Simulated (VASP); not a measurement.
A run of VASP 6.6.1 is set up as follows.

Contents of INCAR:

```
  ALGO = Normal
  EDIFF = 1E-6
  ENCUT = 520
  GGA = PS
  ISIF = 2
  ISMEAR = -1
  ISPIN = 2
  LASPH = T
  LCHARG = F
  LMAXMIX = 4
  LORBIT = 11
  LREAL = F
  LWAVE = F
  MAGMOM = 1
  NBANDS = 15
  NELM = 150
  PREC = Accurate
  SIGMA = 0.05
```

Contents of KPOINTS:

```
k-points
0
Gamma
  20 20 20
```

POSCAR

```
Ni
1.0
    0.0000000000      1.6755653281      1.6755653281
    1.6755653281      0.0000000000      1.6755653281
    1.6755653281      1.6755653281      0.0000000000
Ni
1
Direct
    0.0000000000      0.0000000000      0.0000000000
```

Potentials or basis: VASP PAW PBE potentials, release 64 (Ni).

Run with:

```console
$ cat potpaw_PBE.64/Ni/POTCAR > POTCAR
$ mpirun -np 1 vasp_std > vasp.out
```

Problem. What does it give for the site moments?

Solution. Ni +0.60 μB.

Problem. What does it give for the pressure?

Solution. 28.5 GPa.

Caveat: the PAW data sets were made with another functional, which shifts forces and pressure a little.
